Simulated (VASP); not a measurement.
# TiO2 (P4_2/mnm) in VASP: a series of runs, part 2 of 2

VASP 6.6.1. Earlier steps stand in the parts before.

## Step 4: Single point, PBE+U (strain -0.080 along x and y, +0.040 along z)

Input file INCAR:

```
SYSTEM = TiO2
PREC = Accurate ; ENCUT = 910
EDIFF = 1E-6 ; ISMEAR = 0
SIGMA = 0.05 ; LREAL = .False.
LASPH = .True. ; NELM = 200
ALGO = Normal ; ISIF = 2
LWAVE = .False. ; LCHARG = .True.
LMAXMIX = 4 ; LDAU = .True.
LDAUTYPE = 2 ; LDAUL = 2 -1
LDAUU = 4 0 ; LDAUJ = 0 0
LDAUPRINT = 1 ; GGA = PE
LELF = .True. ; LVHAR = .True.
NBANDS = 33 ; GGA_COMPAT = .False.
```

Input file KPOINTS:

```
regular mesh
0
Gamma
  6 6 10
  0 0 0
```

Input file POSCAR:

```
TiO2
1.0
    4.2691518227      0.0000000000      0.0000000000
    0.0000000000      4.2691518227      0.0000000000
    0.0000000000      0.0000000000      3.1266389808
Ti O
2 4
Direct
    0.0000000000      0.0000000000      0.0000000000
    0.5000000000      0.5000000000      0.5000000000
    0.3056475974      0.3056475974      0.0000000000
    0.1943524026      0.8056475974      0.5000000000
    0.6943524026      0.6943524026      0.0000000000
    0.8056475974      0.1943524026      0.5000000000
```

Potentials or basis: VASP PAW PBE potentials, release 64 (Ti_sv, O_h).

Run with:

```bash
> cat potpaw_PBE.64/Ti_sv/POTCAR potpaw_PBE.64/O_h/POTCAR > POTCAR
> mpirun -np 1 vasp_std > vasp.out
```

OUTCAR:

```text
SYSTEM = TiO2
   PREC = Accurate
   ENCUT = 910
   EDIFF = 1E-6
   ISMEAR = 0
   LREAL = .False.
   LASPH = .True.
   NELM = 200
   ISIF = 2
   GGA = PE

 ion  position               nearest neighbor table
   1  0.000  0.000  0.000-   3 1.85   5 1.85   4 1.95   6 1.95   4 1.95   6 1.95
   2  0.500  0.500  0.500-   4 1.85   6 1.85   5 1.95   3 1.95   3 1.95   5 1.95
   3  0.306  0.306  0.000-   1 1.85   2 1.95   2 1.95
   4  0.194  0.806  0.500-   2 1.85   1 1.95   1 1.95
   5  0.694  0.694  0.000-   1 1.85   2 1.95   2 1.95
   6  0.806  0.194  0.500-   2 1.85   1 1.95   1 1.95

  LATTYP: Found a simple tetragonal cell.
 ALAT       =     4.2691518227
 C/A-ratio  =     0.7323794305

  Lattice vectors:

 A1 = (   4.2691518227,   0.0000000000,   0.0000000000)
 A2 = (   0.0000000000,   4.2691518227,   0.0000000000)
 A3 = (   0.0000000000,   0.0000000000,   3.1266389808)

Analysis of symmetry for initial positions (statically):
=====================================================================
 Subroutine PRICEL returns:
 Original cell was already a primitive cell.

 Routine SETGRP: Setting up the symmetry group for a
 simple tetragonal supercell.

 Subroutine GETGRP returns: Found 16 space group operations
 (whereof  8 operations were pure point group operations)
 out of a pool of 16 trial point group operations.

The static configuration has the point symmetry D_2h.
 The point group associated with its full space group is D_4h.

Analysis of symmetry for dynamics (positions and initial velocities):
=====================================================================
 Subroutine PRICEL returns:
 Original cell was already a primitive cell.

 Routine SETGRP: Setting up the symmetry group for a
 simple tetragonal supercell.

 Subroutine GETGRP returns: Found 16 space group operations
 (whereof  8 operations were pure point group operations)
 out of a pool of 16 trial point group operations.

The dynamic configuration has the point symmetry D_2h.
 The point group associated with its full space group is D_4h.

 Subroutine INISYM returns: Found 16 space group operations
 (whereof  8 operations are pure point group operations),
 and found     1 'primitive' translations

----------------------------------------------------------------------------------------

                                     Primitive cell

  volume of cell :      56.9851

  direct lattice vectors                    reciprocal lattice vectors
     4.269151823  0.000000000  0.000000000     0.234238566  0.000000000  0.000000000
     0.000000000  4.269151823  0.000000000     0.000000000  0.234238566  0.000000000
[... 161 lines left out ...]
  o =  0.1190  v = -0.0000  0.0000 -0.0000  0.0000 -1.0000  0.0000  0.0000  0.0000  0.0000  0.0000      0.0000  0.0000  0.0000  0.0000  0.0000  0.0000  0.0000  0.0000  0.0000  0.0000
  o =  0.1190  v =  0.0000  0.0000  0.0000  0.0000  0.0000 -0.0000  0.0000 -0.0000  0.0000 -1.0000      0.0000  0.0000  0.0000  0.0000  0.0000  0.0000  0.0000  0.0000  0.0000  0.0000
  o =  0.2556  v =  0.0000  0.0000  0.0000  0.0000  0.0000  0.0000 -0.7071  0.0000  0.7071 -0.0000      0.0000  0.0000  0.0000  0.0000  0.0000  0.0000  0.0000  0.0000  0.0000  0.0000
  o =  0.2556  v =  0.0000 -0.7071  0.0000  0.7071 -0.0000  0.0000  0.0000  0.0000  0.0000  0.0000      0.0000  0.0000  0.0000  0.0000  0.0000  0.0000  0.0000  0.0000  0.0000  0.0000
  o =  0.3031  v = -0.8149 -0.0000  0.5797  0.0000  0.0000  0.0000  0.0000  0.0000  0.0000  0.0000      0.0000  0.0000  0.0000  0.0000  0.0000  0.0000  0.0000  0.0000  0.0000  0.0000
  o =  0.3031  v =  0.0000  0.0000  0.0000  0.0000  0.0000 -0.8149 -0.0000  0.5797  0.0000  0.0000      0.0000  0.0000  0.0000  0.0000  0.0000  0.0000  0.0000  0.0000  0.0000  0.0000

atom =   2  type =  1  l = 2

 onsite density matrix

spin component  1

  0.2238  0.0000  0.1114  0.0000 -0.0000
  0.0000  0.1781  0.0000  0.0775  0.0000
  0.1114  0.0000  0.1465  0.0000 -0.0000
  0.0000  0.0775  0.0000  0.1781  0.0000
 -0.0000  0.0000 -0.0000  0.0000  0.1190

spin component  2

  0.2238  0.0000  0.1114  0.0000 -0.0000
  0.0000  0.1781  0.0000  0.0775  0.0000
  0.1114  0.0000  0.1465  0.0000 -0.0000
  0.0000  0.0775  0.0000  0.1781  0.0000
 -0.0000  0.0000 -0.0000  0.0000  0.1190

 occupancies and eigenvectors

  o =  0.0673  v = -0.5797  0.0000  0.8149  0.0000 -0.0000  0.0000  0.0000  0.0000  0.0000  0.0000      0.0000  0.0000  0.0000  0.0000  0.0000  0.0000  0.0000  0.0000  0.0000  0.0000
  o =  0.0673  v =  0.0000  0.0000  0.0000  0.0000  0.0000 -0.5797  0.0000  0.8149  0.0000 -0.0000      0.0000  0.0000  0.0000  0.0000  0.0000  0.0000  0.0000  0.0000  0.0000  0.0000
  o =  0.1007  v =  0.0000 -0.7071  0.0000  0.7071  0.0000  0.0000  0.0000  0.0000  0.0000  0.0000      0.0000  0.0000  0.0000  0.0000  0.0000  0.0000  0.0000  0.0000  0.0000  0.0000
  o =  0.1007  v =  0.0000  0.0000  0.0000  0.0000  0.0000  0.0000 -0.7071  0.0000  0.7071  0.0000      0.0000  0.0000  0.0000  0.0000  0.0000  0.0000  0.0000  0.0000  0.0000  0.0000
  o =  0.1190  v =  0.0000 -0.0000 -0.0000  0.0000 -1.0000  0.0000  0.0000  0.0000  0.0000  0.0000      0.0000  0.0000  0.0000  0.0000  0.0000  0.0000  0.0000  0.0000  0.0000  0.0000
  o =  0.1190  v =  0.0000  0.0000  0.0000  0.0000  0.0000  0.0000 -0.0000 -0.0000  0.0000 -1.0000      0.0000  0.0000  0.0000  0.0000  0.0000  0.0000  0.0000  0.0000  0.0000  0.0000
  o =  0.2556  v =  0.0000  0.0000  0.0000  0.0000  0.0000  0.0000 -0.7071  0.0000 -0.7071  0.0000      0.0000  0.0000  0.0000  0.0000  0.0000  0.0000  0.0000  0.0000  0.0000  0.0000
  o =  0.2556  v =  0.0000 -0.7071  0.0000 -0.7071  0.0000  0.0000  0.0000  0.0000  0.0000  0.0000      0.0000  0.0000  0.0000  0.0000  0.0000  0.0000  0.0000  0.0000  0.0000  0.0000
  o =  0.3031  v = -0.8149  0.0000 -0.5797  0.0000  0.0000  0.0000  0.0000  0.0000  0.0000  0.0000      0.0000  0.0000  0.0000  0.0000  0.0000  0.0000  0.0000  0.0000  0.0000  0.0000
  o =  0.3031  v =  0.0000  0.0000  0.0000  0.0000  0.0000 -0.8149  0.0000 -0.5797  0.0000  0.0000      0.0000  0.0000  0.0000  0.0000  0.0000  0.0000  0.0000  0.0000  0.0000  0.0000

 number of electron      47.9999999 magnetization

 Free energy of the ion-electron system (eV)
  ---------------------------------------------------
  ext. energy  EPLUGINS =         0.00000000
  ---------------------------------------------------
  free energy    TOTEN  =       -47.15359286 eV

  energy without entropy =      -47.15359286  energy(sigma->0) =      -47.15359286

 E-fermi :   7.0716     XC(G=0): -11.9629

 val. band max:        6.7175466950   @ k =   0.0000   0.0000   0.0000
 cond. band min:       9.4420951861   @ k =   0.0000   0.0000   0.0000
 fundamental gap:      2.7245484911
 Fermi energy:         7.0715684528

 k-point     1 :       0.0000    0.0000    0.0000
  band No.  band energies     occupation
      1     -50.8854      2.00000
      2     -50.8534      2.00000
      3     -27.2444      2.00000
      4     -27.2444      2.00000
      5     -27.0221      2.00000
      6     -27.0221      2.00000
[... 853 lines left out ...]
     32      12.5376      0.00000
     33      14.1226      0.00000

 [... further k-points ...]

------------------------ aborting loop because EDIFF is reached ----------------------------------------

  FORCE on cell =-STRESS in cart. coord.  units (eV):
  Direction    XX          YY          ZZ          XY          YZ          ZX
  --------------------------------------------------------------------------------------
  -------------------------------------------------------------------------------------
  Total       16.9116039     16.9116039      6.7029110      0.0000000      0.0000000      0.0000000
  in kB      475.4823962    475.4823962    188.4573589      0.0000000      0.0000000      0.0000000
  external PRESSURE =     379.8073837 kB  Pullay stress =       0.0000000 kB

 VOLUME and BASIS-vectors are now :
 -----------------------------------------------------------------------------
  energy-cutoff  :      910.00
  volume of cell :       56.99
      direct lattice vectors                 reciprocal lattice vectors
     4.269151823  0.000000000  0.000000000     0.234238566  0.000000000  0.000000000
     0.000000000  4.269151823  0.000000000     0.000000000  0.234238566  0.000000000
     0.000000000  0.000000000  3.126638981     0.000000000  0.000000000  0.319832256

 POSITION                                       TOTAL-FORCE (eV/Angst)
 -----------------------------------------------------------------------------------
      0.00000      0.00000      0.00000         0.000000      0.000000     -0.000000
      2.13458      2.13458      1.56332         0.000000      0.000000     -0.000000
      1.30486      1.30486      0.00000         0.187503      0.187503      0.000000
      0.82972      3.43943      1.56332        -0.187503      0.187503     -0.000000
      2.96430      2.96430      0.00000        -0.187503     -0.187503     -0.000000
      3.43943      0.82972      1.56332         0.187503     -0.187503     -0.000000
 -----------------------------------------------------------------------------------
    total drift:                               -0.000000      0.000000     -0.000000

  FREE ENERGIE OF THE ION-ELECTRON SYSTEM (eV)
  ---------------------------------------------------
  free  energy   TOTEN  =       -47.1535928567 eV

  energy  without entropy=      -47.1535928567  energy(sigma->0) =      -47.15359286
```

Wall time 4.8 min (1 thread of Intel Xeon Platinum 8488C (Sapphire Rapids), shared host); peak memory 0.36 GiB.

What came out:

* Free energy: -47.1536 eV
* Pressure: 38.0 GPa
* Largest force: 0.265 eV/Å
* Band gap on the k mesh: 2.72 eV

Forces in eV/Å, atoms in the order of the input:
```
Ti   0.000  0.000  0.000
Ti   0.000  0.000  0.000
O    0.188  0.188  0.000
O   -0.188  0.188  0.000
O   -0.188 -0.188  0.000
O    0.188 -0.188  0.000
```

Eigenvalues of the final occupation matrices:
```
    site  spin  trace               eigenvalues
site 1 d     1   0.85  0.07 0.10 0.12 0.26 0.30
site 1 d     2   0.85  0.07 0.10 0.12 0.26 0.30
site 2 d     1   0.85  0.07 0.10 0.12 0.26 0.30
site 2 d     2   0.85  0.07 0.10 0.12 0.26 0.30
```

Caveat: the cell differs from its parent crystal (strain -0.080 along x and y, +0.040 along z); the cutoff is under 1.25 times the usual one of these potentials, so pressure, stress and relaxed cells hold a basis-set (Pulay) error; the cell stands under pressure. A k mesh can miss the band edges.

## Step 5: Single point, PBE+U (strain -0.040 along x and y, -0.040 along z)

Input file INCAR:

```
PREC = Accurate ; ENCUT = 520
EDIFF = 1E-6 ; ISMEAR = 0
SIGMA = 0.05 ; LREAL = False
LASPH = True ; NELM = 150
ALGO = Normal ; ISIF = 2
LWAVE = False ; LCHARG = False
LMAXMIX = 4 ; LDAU = True
LDAUTYPE = 2 ; LDAUL = 2 -1
LDAUU = 4 0 ; LDAUJ = 0 0
LDAUPRINT = 1 ; GGA = PE
NBANDS = 33
```

Input file KPOINTS:

```
regular mesh
0
Gamma
  6 6 10
```

Input file POSCAR:

```
TiO2
1.0
    4.4547671155      0.0000000000      0.0000000000
    0.0000000000      4.4547671155      0.0000000000
    0.0000000000      0.0000000000      2.8861283248
Ti O
2 4
Direct
    0.0000000000      0.0000000000      0.0000000000
    0.5000000000      0.5000000000      0.5000000000
    0.3056475955      0.3056475955      0.0000000000
    0.1943524045      0.8056475955      0.5000000000
    0.6943524045      0.6943524045      0.0000000000
    0.8056475955      0.1943524045      0.5000000000
```

Potentials or basis: VASP PAW PBE potentials, release 64 (Ti_sv, O).

Run with:

```bash
> cat potpaw_PBE.64/Ti_sv/POTCAR potpaw_PBE.64/O/POTCAR > POTCAR
> mpirun -np 1 vasp_std > vasp.out
```

Wall time 2.8 min (1 thread of Intel Xeon 8259CL, shared host); peak memory 0.23 GiB.

It converged, with:

| Property | Result |
| --- | --- |
| Free energy | -47.4648 eV |
| Pressure | 41.4 GPa |
| Largest force | 0.840 eV/Å |
| Band gap on the k mesh | 2.64 eV |

Forces in eV/Å, atoms in the order of the input:
```
Ti   0.000  0.000  0.000
Ti   0.000  0.000  0.000
O   -0.594 -0.594  0.000
O    0.594 -0.594  0.000
O    0.594  0.594  0.000
O   -0.594  0.594  0.000
```

Stress tensor (GPa, compression positive):
```
37.79  0.00  0.00
 0.00 37.79  0.00
 0.00  0.00 48.56
```

Levels at points of the mesh, in eV from the valence-band top:
```
           k point  band 21  band 22  band 23  band 24  band 25  band 26  band 27  band 28
(0.00, 0.00, 0.00)    -0.80    -0.51    -0.51     0.00     2.64     2.94     3.29     3.35
(0.50, 0.00, 0.00)    -1.78    -1.78    -0.87    -0.87     3.39     3.39     3.97     3.97
(0.50, 0.50, 0.00)    -1.46    -1.46    -1.13    -1.13     2.67     2.67     3.37     3.37
(0.00, 0.00, 0.50)    -2.67    -2.67    -1.54    -1.54     3.86     3.86     4.12     4.12
(0.50, 0.00, 0.50)    -2.18    -2.18    -1.21    -1.21     2.67     2.67     4.19     4.19
(0.50, 0.50, 0.50)    -1.40    -1.40    -0.73    -0.73     3.40     3.40     4.09     4.09
```

Eigenvalues of the final occupation matrices:
```csv
site,spin,trace,eigenvalues
site 1 d,1,0.86,0.09 0.10 0.10 0.27 0.29
site 1 d,2,0.86,0.09 0.10 0.10 0.27 0.29
site 2 d,1,0.86,0.09 0.10 0.10 0.27 0.29
site 2 d,2,0.86,0.09 0.10 0.10 0.27 0.29
```

Caveat: the cell differs from its parent crystal (strain -0.040 along x and y, -0.040 along z); the cell stands under pressure. A k mesh can miss the band edges.

## Step 6: Summary

```csv
potentials or basis,cell,cutoff (eV),gap on the mesh (eV),pressure (GPa),largest force (eV/Å)
"VASP PAW PBE potentials, release 64 (Ti_sv, O)","a = 4.826, b = 4.826, c = 2.766 Å, 6 atoms",520,2.40,12.5,0.45
"VASP PAW PBE potentials, release 64 (Ti_sv, O)","a = 4.455, b = 4.455, c = 3.247 Å, 6 atoms",520,2.36,2.1,0.10
"VASP PAW PBE potentials, release 64 (Ti_sv, O_h)","a = 4.269, b = 4.269, c = 3.127 Å, 6 atoms",910,2.72,38.0,0.27
"VASP PAW PBE potentials, release 64 (Ti_sv, O)","a = 4.455, b = 4.455, c = 2.886 Å, 6 atoms",520,2.64,41.4,0.84
```

Alike in all rows: task single point; level PBE+U; no spin polarisation; Ti d U = 4.0 eV; k mesh 6 × 6 × 10; smearing gaussian 0.05 eV.

Caveats: the cell stands under pressure (at least some runs); the cutoff is under 1.25 times the usual one of these potentials, so pressure, stress and relaxed cells hold a basis-set (Pulay) error (at least some runs).

Total energies depend on the potentials used, so only differences within one code and one set of settings carry meaning.
